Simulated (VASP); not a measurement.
# Be24N in VASP: notebook

The runs below take Be24N through single point, with LDA.

Program: VASP 6.6.1. These are calculated values, not measurements. Logs are shortened: lines on timing, memory, paths and dates and some standing lists are left out, and cuts for length are marked.

## Step 1: The cell of the first run

The cell holds a slab with vacuum, 25 atoms: a = 4.452 Å, b = 7.033 Å, c = 19.800 Å, α = 90.00°, β = 90.00°, γ = 90.00°.

## Step 2: Single point, LDA

File INCAR:

```
PREC = Accurate
ENCUT = 520
EDIFF = 1E-7
ISMEAR = 0
SIGMA = 0.1
LREAL = Auto
LASPH = True
NELM = 60
ALGO = Normal
ISIF = 2
LWAVE = False
LCHARG = False
LDIPOL = True
IDIPOL = 3
DIPOL = 0.5 0.5 0.319
NBANDS = 44
```

File KPOINTS:

```
Automatic mesh
0
Gamma
  6 4 1
```

File POSCAR:

```
Be24N
1.0
    4.4524297775      0.0000000000      0.0000000000
    0.0000000000      7.0331519566      0.0000000000
    0.0000000000      0.0000000000     19.7998741761
Be N
24 1
Direct
    0.0000000000      0.3750000000      0.2020214858
    0.0000000000      0.8750000000      0.2020214858
    0.5000000000      0.3750000000      0.2020214858
    0.5000000000      0.8750000000      0.2020214858
    0.2500000000      0.1250000000      0.2344789084
    0.2500000000      0.6250000000      0.2344789084
    0.7500000000      0.1250000000      0.2344789084
    0.7500000000      0.6250000000      0.2344789084
    0.2500000000      0.3750000000      0.2993937535
    0.2500000000      0.8750000000      0.2993937535
    0.7500000000      0.3750000000      0.2993937535
    0.7500000000      0.8750000000      0.2993937535
    0.0000000000      0.1250000000      0.3261495638
    0.0000000000      0.6250000000      0.3261495638
    0.5000000000      0.1250000000      0.3261495638
    0.5000000000      0.6250000000      0.3261495638
    0.0000000000      0.3750000000      0.3969669031
    0.0000000000      0.8750000000      0.3969669031
    0.5000000000      0.3750000000      0.3969669031
    0.5000000000      0.8750000000      0.3969669031
    0.2500000000      0.1250000000      0.4191882283
    0.2500000000      0.6250000000      0.4191882283
    0.7500000000      0.1250000000      0.4191882283
    0.7500000000      0.6250000000      0.4191882283
    0.3333333333      0.3750000000      0.4614006200
```

Potentials or basis: VASP PAW LDA potentials, release 64 (Be, N).

Run with:

```console
> cat potpaw_LDA.64/Be/POTCAR potpaw_LDA.64/N/POTCAR > POTCAR
> mpirun -np 1 vasp_std > vasp.out
```

OUTCAR:

```text
PREC = Accurate
   ENCUT = 520
   EDIFF = 1E-7
   ISMEAR = 0
   LREAL = Auto
   LASPH = True
   NELM = 60
   ISIF = 2

 ion  position               nearest neighbor table
   1  0.000  0.375  0.202-   5 2.18   6 2.18   7 2.18   8 2.18   3 2.23   3 2.23  11 2.23   9 2.23

   2  0.000  0.875  0.202-   5 2.18   6 2.18   7 2.18   8 2.18   4 2.23   4 2.23  12 2.23  10 2.23

   3  0.500  0.375  0.202-   5 2.18   6 2.18   7 2.18   8 2.18   1 2.23   1 2.23  11 2.23   9 2.23
[... 28 lines left out ...]
                             9 2.23  14 2.25  13 2.25
  18  0.000  0.875  0.397-  21 2.13  22 2.13  23 2.13  24 2.13  20 2.23  20 2.23  10 2.23  12 2.23
                            13 2.25  14 2.25
  19  0.500  0.375  0.397-  25 1.48  22 2.13  23 2.13  24 2.13  21 2.13  17 2.23  17 2.23  11 2.23
                             9 2.23  16 2.25  15 2.25
  20  0.500  0.875  0.397-  21 2.13  22 2.13  23 2.13  24 2.13  18 2.23  18 2.23  10 2.23  12 2.23
                            15 2.25  16 2.25
  21  0.250  0.125  0.419-  25 1.98  18 2.13  19 2.13  20 2.13  17 2.13  15 2.15  13 2.15  23 2.23
                            23 2.23
  22  0.250  0.625  0.419-  25 1.98  18 2.13  19 2.13  20 2.13  17 2.13  16 2.15  14 2.15  24 2.23
                            24 2.23
  23  0.750  0.125  0.419-  17 2.13  18 2.13  19 2.13  20 2.13  13 2.15  15 2.15  21 2.23  21 2.23

  24  0.750  0.625  0.419-  17 2.13  18 2.13  19 2.13  20 2.13  14 2.15  16 2.15  22 2.23  22 2.23

  25  0.333  0.375  0.461-  19 1.48  17 1.96  21 1.98  22 1.98

  LATTYP: Found a simple orthorhombic cell.
 ALAT       =     4.4524297775
 B/A-ratio  =     1.5796210851
 C/A-ratio  =     4.4469817977

  Lattice vectors:

 A1 = (   4.4524297775,   0.0000000000,   0.0000000000)
 A2 = (   0.0000000000,   7.0331519566,   0.0000000000)
 A3 = (   0.0000000000,   0.0000000000,  19.7998741761)

Analysis of symmetry for initial positions (statically):
=====================================================================
 Subroutine PRICEL returns:
 Original cell was already a primitive cell.

 Routine SETGRP: Setting up the symmetry group for a
 simple orthorhombic supercell.

 Subroutine GETGRP returns: Found  2 space group operations
 (whereof  1 operations were pure point group operations)
 out of a pool of  8 trial point group operations.

The static configuration has the point symmetry C_1 .
 The point group associated with its full space group is C_1h.

Analysis of symmetry for dynamics (positions and initial velocities):
=====================================================================
 Subroutine PRICEL returns:
 Original cell was already a primitive cell.

 Routine SETGRP: Setting up the symmetry group for a
 simple orthorhombic supercell.

 Subroutine GETGRP returns: Found  2 space group operations
 (whereof  1 operations were pure point group operations)
 out of a pool of  8 trial point group operations.

The dynamic configuration has the point symmetry C_1 .
 The point group associated with its full space group is C_1h.

 Subroutine INISYM returns: Found  2 space group operations
 (whereof  1 operations are pure point group operations),
 and found     1 'primitive' translations

----------------------------------------------------------------------------------------

                                     Primitive cell

  volume of cell :     620.0254

  direct lattice vectors                    reciprocal lattice vectors
     4.452429777  0.000000000  0.000000000     0.224596468  0.000000000  0.000000000
     0.000000000  7.033151957  0.000000000     0.000000000  0.142183761  0.000000000
     0.000000000  0.000000000 19.799874176     0.000000000  0.000000000  0.050505371

  length of vectors
     4.452429777  7.033151957 19.799874176     0.224596468  0.142183761  0.050505371

  position of ions in fractional coordinates (direct lattice)
     0.000000000  0.375000000  0.202021486
     0.000000000  0.875000000  0.202021486
     0.500000000  0.375000000  0.202021486
     0.500000000  0.875000000  0.202021486
     0.250000000  0.125000000  0.234478908
     0.250000000  0.625000000  0.234478908
[... 17 lines left out ...]
     0.750000000  0.625000000  0.419188228
     0.333333333  0.375000000  0.461400620

  ion indices of the primitive-cell ions
   primitive index   ion index
                 1           1
                 2           2
                 3           3
                 4           4
                 5           5
                 6           6
[... 17 lines left out ...]
                24          24
                25          25

----------------------------------------------------------------------------------------

 KPOINTS: Automatic mesh

Automatic generation of k-mesh.
 Grid dimensions read from file:
 generate k-points for:    6    4    1

 Generating k-lattice:

  Cartesian coordinates                     Fractional coordinates (reciprocal lattice)
     0.037432745  0.000000000  0.000000000     0.166666667  0.000000000  0.000000000
     0.000000000  0.035545940  0.000000000     0.000000000  0.250000000  0.000000000
     0.000000000  0.000000000  0.050505371     0.000000000  0.000000000  1.000000000

  Length of vectors
     0.037432745  0.035545940  0.050505371

  Shift w.r.t. Gamma in fractional coordinates (k-lattice)
     0.000000000  0.000000000  0.000000000

 Subroutine IBZKPT returns following result:
 ===========================================

 Found     12 irreducible k-points:

 Following reciprocal coordinates:
            Coordinates               Weight
  0.000000  0.000000  0.000000      1.000000
  0.166667  0.000000  0.000000      2.000000
  0.333333  0.000000  0.000000      2.000000
  0.500000  0.000000  0.000000      1.000000
  0.000000  0.250000  0.000000      2.000000
  0.166667  0.250000  0.000000      4.000000
  0.333333  0.250000  0.000000      4.000000
  0.500000  0.250000  0.000000      2.000000
  0.000000  0.500000  0.000000      1.000000
  0.166667  0.500000  0.000000      2.000000
  0.333333  0.500000  0.000000      2.000000
  0.500000  0.500000  0.000000      1.000000
   k-points           NKPTS =     12   k-points in BZ     NKDIM =     12   number of bands    NBANDS=     44
   number of dos      NEDOS =    301   number of ions     NIONS =     25
   total plane-waves  NPLWV = 291600
   dimension x,y,z NGX =    36 NGY =   54 NGZ =  150
   dimension x,y,z NGXF=    72 NGYF=  108 NGZF=  300
   ions per type =              24   1
   NGX,Y,Z   is equivalent  to a cutoff of  13.44, 12.76, 12.59 a.u.
   NGXF,Y,Z  is equivalent  to a cutoff of  26.88, 25.53, 25.19 a.u.
 SYSTEM =  unknown system
   PREC   = accura    normal or accurate (medium, high low for compatibility)
   ISTART =      0    job   : 0-new  1-cont  2-samecut
   ICHARG =      2    charge: 1-file 2-atom 10-const
   ISPIN  =      1    spin polarized calculation?
   LNONCOLLINEAR =      F non collinear calculations
   LSORBIT =      F    spin-orbit coupling
   LASPH  =      T    aspherical Exc in radial PAW
   ENCUT  =  520.0 eV  38.22 Ry    6.18 a.u.   8.28 13.08 36.81*2*pi/ulx,y,z
   NELM   =     60;   NELMIN=  2; NELMDL= -5     # of ELM steps
   EDIFF  = 0.1E-06   stopping-criterion for ELM
   LREAL  =      T    real-space projection
   EDIFFG = 0.1E-05   stopping-criterion for IOM
   NSW    =      0    number of steps for IOM
   IBRION =     -1    ionic relax: 0-MD 1-quasi-New 2-CG
   NFREE  =      0    steps in history (QN), initial steepest desc. (CG)
   ISIF   =      2    stress and relaxation
   ISYM   =      2    0-nonsym 1-usesym 2-fastsym
   POTIM  = 0.5000    time-step for ionic-motion
   TEBEG  =    0.0;   TEEND  =   0.0 temperature during run
   PSTRESS=    0.0 pullay stress
   NELECT =      53.0000    total number of electrons
   NUPDOWN=      -1.0000    fix difference up-down
   EMIN   =  10.00;   EMAX   =-10.00  energy-range for DOS
   EFERMI =   0.00;   METHOD = LEGACY
   ISMEAR =     0;   SIGMA  =   0.10  broadening in eV -4-tet -1-fermi 0-gaus
   EFERMI_NEDOS =   21; number of points for ismear=-14 and -15
   IALGO  =     38    algorithm
   IMIX   =      4    mixing-type and parameters
     AMIX     =   0.40;   BMIX     =  1.00
     AMIX_MAG =   1.60;   BMIX_MAG =  1.00
  volume/ion in A,a.u.               =      24.80       167.37
  Fermi-wavevector in a.u.,A,eV,Ry     =   0.721158  1.362791  7.075962  0.520069
  Thomas-Fermi vector in A             =   1.810794
   LORBIT       =      0    0 simple, 1 ext, 2 COOP (PROOUT), +10 PAW based schemes
   GGA     = CA    functional components
   LHFCALC =     F    Hartree Fock is set to
   AEXX    =    0.0000 exact exchange contribution
   IVDW    =     0    specifies the selected vdW correction
   LEPSILON=     F    determine dielectric tensor
   LRPA    =     F    only Hartree local field effects (RPA)
 non-spin polarized calculation
 Gauss-broadening in eV      SIGMA  =   0.10
  energy-cutoff  :      520.00
  volume of cell :      620.03
 maximum number of plane-waves:     16734
 NGX is ok and might be reduce to    36
   NGX = 17   NGY = 27   NGZ = 73

 dipolmoment           0.000000      0.000000     -0.076470 electrons x Angstroem

 number of electron      53.0000001 magnetization

 dipolmoment           0.000000      0.000000      0.201710 electrons x Angstroem

 Free energy of the ion-electron system (eV)
  ---------------------------------------------------
  ext. energy  EPLUGINS =         0.00000000
  ---------------------------------------------------
  free energy    TOTEN  =      -101.47101582 eV

  energy without entropy =     -101.43966635  energy(sigma->0) =     -101.45534109

 E-fermi :  -1.4786     XC(G=0):  -4.2570

 val. band max:       -1.4834241893   @ k =   0.0000   0.5000   0.0000
 cond. band min:      -1.4714668817   @ k =   0.3333   0.0000   0.0000
 fundamental gap:      0.0119573076
 Fermi energy:        -1.4785677787

 k-point     1 :       0.0000    0.0000    0.0000
  band No.  band energies     occupation
      1     -15.5471      2.00000
      2     -11.8506      2.00000
      3      -9.8783      2.00000
      4      -9.7767      2.00000
      5      -9.6011      2.00000
      6      -7.9459      2.00000
[... 481 lines left out ...]
     37       3.0945      0.00000
     38       3.0965      0.00000
 [bands above 38 left out]

------------------------ aborting loop because EDIFF is reached ----------------------------------------

 vacuum level on the upper side and lower side of the slab       (xc-potential included)         0.560        -0.574

  FORCE on cell =-STRESS in cart. coord.  units (eV):
  Direction    XX          YY          ZZ          XY          YZ          ZX
  --------------------------------------------------------------------------------------
  -------------------------------------------------------------------------------------
  Total        1.7394217     -9.7093588      1.6638276      0.0000000      0.0000000     -3.7345046
  in kB        4.4947542    -25.0894779      4.2994154      0.0000000      0.0000000     -9.6501501
  external PRESSURE =      -5.4317694 kB  Pullay stress =       0.0000000 kB

 VOLUME and BASIS-vectors are now :
 -----------------------------------------------------------------------------
  energy-cutoff  :      520.00
  volume of cell :      620.03
      direct lattice vectors                 reciprocal lattice vectors
     4.452429777  0.000000000  0.000000000     0.224596468  0.000000000  0.000000000
     0.000000000  7.033151957  0.000000000     0.000000000  0.142183761  0.000000000
     0.000000000  0.000000000 19.799874176     0.000000000  0.000000000  0.050505371

 POSITION                                       TOTAL-FORCE (eV/Angst)
 -----------------------------------------------------------------------------------
      0.00000      2.63743      4.00000        -0.004326      0.000000      0.513962
      0.00000      6.15401      4.00000         0.087408      0.000000      0.468962
      2.22621      2.63743      4.00000        -0.015228      0.000000      0.553781
      2.22621      6.15401      4.00000        -0.054094      0.000000      0.452409
      1.11311      0.87914      4.64265         0.031316     -0.063544     -0.692784
      1.11311      4.39572      4.64265         0.031316      0.063544     -0.692784
[... 17 lines left out ...]
      3.33932      4.39572      8.29987        -0.049449      0.219329     -0.097644
      1.48414      2.63743      9.13567        -2.955583      0.000000      0.007829
 -----------------------------------------------------------------------------------
    total drift:                                0.000031      0.000000     -0.003540

  FREE ENERGIE OF THE ION-ELECTRON SYSTEM (eV)
  ---------------------------------------------------
  free  energy   TOTEN  =      -101.4710158244 eV

  energy  without entropy=     -101.4396663537  energy(sigma->0) =     -101.45534109

 vacuum level on the upper side and lower side of the slab         4.209         3.044
```

It took 24 min on 1 thread of Intel Xeon 8259CL, shared host; peak memory 0.58 GiB.

Results:

```yaml
Free_energy: -101.4710 eV
Largest_force: 2.956 eV/Å
Band_gap_on_the_k_mesh: zero (an odd number of electrons rules out a gap without spin polarisation)
```

Forces in eV/Å, atoms in the order of the input:
```
Be  -0.004  0.000  0.514
Be   0.087  0.000  0.469
Be  -0.015  0.000  0.554
Be  -0.054  0.000  0.452
Be   0.031 -0.064 -0.693
Be   0.031  0.064 -0.693
Be  -0.012  0.106 -0.614
Be  -0.012 -0.106 -0.614
Be  -0.088  0.000 -0.244
Be  -0.013  0.000 -0.181
Be   0.005  0.000  0.121
Be   0.025  0.000  0.157
Be   0.047  0.120  0.090
Be   0.047 -0.120  0.090
Be  -0.019 -0.145 -0.019
Be  -0.019  0.145 -0.019
Be   1.030  0.000  0.688
Be  -0.131  0.000  0.057
Be   1.503  0.000 -2.013
Be   0.161  0.000 -0.042
Be   0.227  1.276  1.064
Be   0.227 -1.276  1.064
Be  -0.049 -0.219 -0.098
Be  -0.049  0.219 -0.098
N   -2.956  0.000  0.008
```

## Step 3: Single point, LDA

File INCAR:

```
PREC = Accurate
ENCUT = 520
EDIFF = 1E-7
ISMEAR = 0
SIGMA = 0.1
LREAL = Auto
LASPH = T
NELM = 60
ALGO = Normal
ISIF = 2
LWAVE = F
LCHARG = T
LDIPOL = T
IDIPOL = 3
DIPOL = 0.5 0.5 0.319
GGA = CA
LELF = T
LVHAR = T
LVACPOTAV = T
NBANDS = 44
```

File KPOINTS:

```
regular mesh
0
Gamma
  6 4 1
```

POSCAR, as its differences from that of step 2:

```diff
@@ -32,2 +32,2 @@
     0.7500000000      0.6250000000      0.4191882283
-    0.3333333333      0.3750000000      0.4614006200
+    0.5000000000      0.2500000000      0.4606214354
```

Potentials or basis: VASP PAW LDA potentials, release 64 (Be, N).

Run with:

```console
> cat potpaw_LDA.64/Be/POTCAR potpaw_LDA.64/N/POTCAR > POTCAR
> mpirun -np 1 vasp_std > vasp.out
```

Wall time 24 min (1 thread of Intel Xeon 8259CL, shared host); peak memory 0.58 GiB.

The run converged. Its results:

| Property | Result |
| --- | --- |
| Free energy | -101.2161 eV |
| Largest force | 1.101 eV/Å |
| Band gap on the k mesh | zero (an odd number of electrons rules out a gap without spin polarisation) |

Forces on the atoms (eV/Å):
```
Be   0.000  0.077  0.491
Be   0.000 -0.040  0.465
Be   0.000 -0.026  0.463
Be   0.000  0.057  0.518
Be   0.056  0.098 -0.802
Be   0.043 -0.167 -0.740
Be  -0.056  0.098 -0.802
Be  -0.043 -0.167 -0.740
Be   0.039 -0.143 -0.046
Be  -0.026 -0.020  0.133
Be  -0.039 -0.143 -0.046
Be   0.026 -0.020  0.133
Be   0.000  0.280  0.491
Be   0.000  0.049  0.045
Be   0.000 -0.299 -0.658
Be   0.000 -0.043  0.261
Be   0.000  0.304 -0.322
Be   0.000 -0.126 -0.154
Be   0.000  0.766 -0.562
Be   0.000 -0.656 -0.350
Be   0.527 -0.016  0.966
Be  -0.237  0.530  0.141
Be  -0.527 -0.016  0.966
Be   0.237  0.530  0.141
N    0.000 -0.908  0.008
```

Levels at points of the mesh, in eV from the Fermi level:
```
           k point  band 22  band 23  band 24  band 25  band 26  band 27  band 28  band 29  band 30  band 31
(0.00, 0.00, 0.00)    -2.25    -1.61    -1.47    -1.05    -0.26     0.03     0.44     0.56     1.10     1.85
(0.50, 0.00, 0.00)    -1.34    -0.92    -0.70    -0.29     0.09     0.74     1.17     1.31     1.33     1.39
(0.00, 0.50, 0.00)    -1.82    -1.31    -1.27    -1.11    -0.74    -0.35    -0.23     0.48     1.03     1.80
(0.50, 0.50, 0.00)    -1.42    -1.40    -0.63    -0.56    -0.28     0.13     0.33     0.37     1.17     1.32
```

The gap in the log of VASP goes by the Fermi energy; the results here count the filled bands.